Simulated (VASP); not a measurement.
Here is a VASP 6.6.1 calculation.

INCAR

```
PREC = Accurate
ENCUT = 520
EDIFF = 1E-7
ISMEAR = 0
SIGMA = 0.02
LREAL = Auto
LASPH = T
NELM = 100
ALGO = Normal
ISIF = 2
LWAVE = F
LCHARG = F
NBANDS = 56
```

KPOINTS

```
regular mesh
0
Gamma
  2 2 1
```

POSCAR

```
H2C18O
1.0
    7.3980000000      0.0000000000      0.0000000000
   -3.6990000000      6.4068560000      0.0000000000
    0.0000000000      0.0000000000     11.0000000000
C O H
18 1 2
Direct
    0.0018590643      0.0038124784      0.0762359091
    0.2241660091      0.1167724076      0.0762892727
    0.0018827293      0.3371728661      0.0769502727
    0.2241558119      0.4499874822      0.0773380909
    0.0017434693      0.6703742054      0.0764603636
    0.2241329669      0.7834586886      0.0758294545
    0.3353229100      0.0040486317      0.0753567273
    0.5578167901      0.1169469081      0.0754753636
    0.3352316153      0.3372082969      0.0770131818
    0.5576439215      0.4501126606      0.0768291818
    0.3353302588      0.6705680602      0.0766158182
    0.5578609738      0.7836227316      0.0757829091
    0.6688118297      0.0040305260      0.0752319091
    0.8909258049      0.1167188712      0.0761090909
    0.6686321935      0.3371719296      0.0765247273
    0.8909043643      0.4500233812      0.0768607273
    0.6686523247      0.6705360632      0.0764465455
    0.8909246595      0.7834232578      0.0762890909
    0.4827720207     -0.0502158937      0.3330676364
    0.4235922132     -0.1599491233      0.2717271818
    0.4143502858      0.0308005986      0.3188392727
```

Potentials or basis: VASP PAW LDA potentials, release 64 (C, O, H).

Launch:

```sh
$ cat potpaw_LDA.64/C/POTCAR potpaw_LDA.64/O/POTCAR potpaw_LDA.64/H/POTCAR > POTCAR
$ mpirun -np 1 vasp_std > vasp.out
```

Question: Estimate the largest force.

Answer: 0.259 eV/Å.

Question: What does it give for the band gap on the k mesh?

Answer: 0.14 eV, direct.

Forces on the atoms (eV/Å):
```
C    0.017  0.008  0.003
C   -0.021 -0.007 -0.001
C    0.018  0.003 -0.011
C   -0.015 -0.009 -0.021
C    0.015  0.007  0.001
C   -0.021  0.003 -0.004
C    0.023  0.003 -0.013
C   -0.015  0.004 -0.046
C    0.020  0.008 -0.011
C   -0.020 -0.003 -0.015
C    0.020  0.002 -0.027
C   -0.024  0.006 -0.007
C    0.018  0.008 -0.009
C   -0.018 -0.006  0.002
C    0.021  0.014 -0.026
C   -0.019 -0.008 -0.017
C    0.023  0.006  0.001
C   -0.026 -0.005  0.000
O    0.124 -0.015  0.227
H    0.028 -0.129 -0.050
H   -0.148  0.110  0.023
```

Caveat: the k points lie up to 0.49 Å⁻¹ apart.
